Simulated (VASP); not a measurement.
Here is a VASP 6.6.1 calculation.

Contents of INCAR:

```
SYSTEM = BaTiO3
  PREC = Accurate
  ENCUT = 520
  EDIFF = 1E-6
  ISMEAR = 0
  SIGMA = 0.01
  LREAL = .FALSE.
  LASPH = .TRUE.
  NELM = 150
  ALGO = Normal
  ISIF = 2
  LWAVE = .FALSE.
  LCHARG = .FALSE.
  MAGMOM = 0 0 0 0 0 0 0 0 0 0 0 0 0 0 0
  LORBIT = 11
  LSORBIT = .TRUE.
  GGA_COMPAT = .FALSE.
  LORBMOM = .TRUE.
  LMAXMIX = 4
  GGA = PE
  NBANDS = 55
```

Contents of KPOINTS:

```
regular mesh
0
G
  6 6 6
  0 0 0
```

POSCAR

```
BaTiO3
1.0
    2.8399983144      1.6396737913      2.3313532688
   -2.8399983144      1.6396737913      2.3313532688
    0.0000000000     -3.2793475827      2.3313532687
Ba Ti O
1 1 3
Direct
   -0.0032057798     -0.0032057798     -0.0032057798
    0.4833346617      0.4833346617      0.4833346617
    0.5098255445      0.5098255445      0.0194200292
    0.0194200292      0.5098255445      0.5098255445
    0.5098255445      0.0194200292      0.5098255445
```

Potentials or basis: VASP PAW PBE potentials, release 64 (Ba_sv, Ti_sv, O).

The run is started by

```sh
$ cat potpaw_PBE.64/Ba_sv/POTCAR potpaw_PBE.64/Ti_sv/POTCAR potpaw_PBE.64/O/POTCAR > POTCAR
$ mpirun -np 1 vasp_ncl > vasp.out
```

Q: Predict the net moment.

A: 0.00 μB per cell.

Q: What does it give for the largest force?

A: 0.130 eV/Å.

Q: Predict the pressure.

A: 4.9 GPa.

Forces in eV/Å, atoms in the order of the input:
```
Ba   0.000  0.000  0.019
Ti   0.000  0.000  0.130
O    0.000  0.120 -0.050
O   -0.104 -0.060 -0.050
O    0.104 -0.060 -0.050
```

Caveat: the cell stands under pressure.
